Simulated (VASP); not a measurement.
Input of a VASP 6.6.1 run:

The input INCAR:

```
SYSTEM = CuSi16
ALGO = Normal
EDIFF = 1E-6
ENCUT = 520
GGA = PE
ISIF = 2
ISMEAR = 0
LASPH = .True.
LCHARG = .True.
LELF = .True.
LREAL = Auto
LVHAR = .True.
LWAVE = .False.
NBANDS = 52
NELECT = 74.0
NELM = 100
PREC = Accurate
SIGMA = 0.02
```

KPOINTS

```
k-points
0
Gamma
  2 2 2
  0 0 0
```

The input POSCAR:

```
CuSi16
1.0
    0.0000000000      5.4300000000      5.4300000000
    5.4300000000      0.0000000000      5.4300000000
    5.4300000000      5.4300000000      0.0000000000
Si Cu
16 1
Direct
    0.0056147330     -0.0223073665      0.0120346225
    0.1222232044      0.1243952118      0.1195171271
   -0.0198803867      0.0045827808      0.5095428177
    0.1188861878      0.1198578269      0.6379976059
   -0.0000370166      0.4961232044      0.0028125230
    0.1321377532      0.6067119705      0.1323430939
    0.0019425414      0.4922467772      0.5063817680
    0.1138941989      0.6304656538      0.6286492634
    0.5072822284      0.0079115101     -0.0243787293
    0.6337708103      0.1206058011      0.1193442910
    0.5026040516      0.0010952118      0.5084320442
    0.6121110497      0.1631697974      0.6044108656
    0.5050351750      0.4927246777      0.0036810313
    0.6272438306      0.6336524862      0.1128390424
    0.4881547882      0.5350345304      0.4895744936
    0.6291304788      0.6274507366      0.6294569982
    0.3450164825      0.9614059853      0.3416056169
```

Potentials or basis: VASP PAW PBE potentials, release 64 (Si, Cu).

Launch:

```sh
$ cat potpaw_PBE.64/Si/POTCAR potpaw_PBE.64/Cu/POTCAR > POTCAR
$ mpirun -np 1 vasp_std > vasp.out
```

(1) Estimate the largest force.

Answers

(1) 0.035 eV/Å.

Caveat: the k points lie up to 0.50 Å⁻¹ apart; the cell carries a net charge on a neutralising background, which shifts energy and pressure.
